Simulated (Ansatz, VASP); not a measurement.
C: VASP beside Ansatz

Contents of POSCAR:

```
C
1.0
    2.4558907252      0.0000000000      0.0000000000
   -1.2279453626      2.1268637570      0.0000000000
    0.0000000000      0.0000000000      7.2965280788
C
4
Direct
    0.0000000000      0.0000000000      0.0025000000
    0.0000000000      0.0000000000      0.5025000000
    0.3333333333      0.6666666667      0.0025000000
    0.6666666667      0.3333333333      0.5025000000
```

INCAR.step1

```
PREC = Accurate ; ENCUT = 520
ISMEAR = 0 ; SIGMA = 0.15
LREAL = False ; LASPH = True
NELM = 80 ; NBANDS = 16
GGA = PE ; ALGO = Normal
EDIFF = 1E-4 ; LWAVE = True
LCHARG = False
```

File INCAR.step2:

```
PREC = Accurate ; ENCUT = 520
EDIFF = 1E-7 ; ISMEAR = 0
SIGMA = 0.15 ; LREAL = False
LASPH = True ; NELM = 80
ALGO = Normal ; ISIF = 2
LWAVE = False ; LCHARG = True
METAGGA = R2SCAN ; LMIXTAU = True
LELF = True ; LVHAR = True
NBANDS = 16 ; ISTART = 1
```

The input KPOINTS:

```
regular mesh
0
Gamma
  24 24 8
```

Input for Ansatz:

```yaml
crystal:
  lattice:
    - [2.4558907252, 0.0, 0.0]
    - [-1.2279453626, 2.126863757, 0.0]
    - [0.0, 0.0, 7.2965280788]
  atoms:
    - { symbol: C, position: [0.0, 0.0, 0.0025] }
    - { symbol: C, position: [0.0, 0.0, 0.5025] }
    - { symbol: C, position: [0.3333333333, 0.6666666667, 0.0025] }
    - { symbol: C, position: [0.6666666667, 0.3333333333, 0.5025] }
basis:
  ecutwfc: 500
kpoints:
  mp_grid: { grid: [24, 24, 8] }
hamiltonian:
  xc: r2scan
scf:
  occupations: { method: gaussian, width: 0.15 }
output:
  forces: true
  stress: true
  eigenvalues: true
```

Change from the starting cell: strain +0.0350 x Voigt [0, 0, 1, 0, 0, 0], atoms carried along.

Alike in both runs: task single point; functional r2SCAN; k mesh 24 × 24 × 8; occupations gaussian, width 0.15 eV; no spin polarisation.

|  | VASP | Ansatz |
| --- | --- | --- |
| version | VASP 6.6.1 | Ansatz 0.2.0 |
| potentials or method | VASP PAW PBE potentials, release 64 (C), cutoff 520 eV | scalar-relativistic, plane waves, PAW |
| valence electrons in the cell | 16 | 16 |

Ansatz gave:

* gap on the k mesh at the Fermi level (eV): none
* pressure (GPa): -0.1
* traceless stress, the component that is largest in VASP (GPa): -0.41

Task: What did VASP give for the same quantities?

Result: gap on the k mesh at the Fermi level (eV): none; pressure (GPa): 0.5; traceless stress, the component that is largest in VASP (GPa): -1.13.

VASP's potentials were made for PBE, not for r2SCAN. A gap of «none» marks a metal or a gap that the smearing closes. With one functional, cell and mesh, what is left measures potentials, basis and numerics.
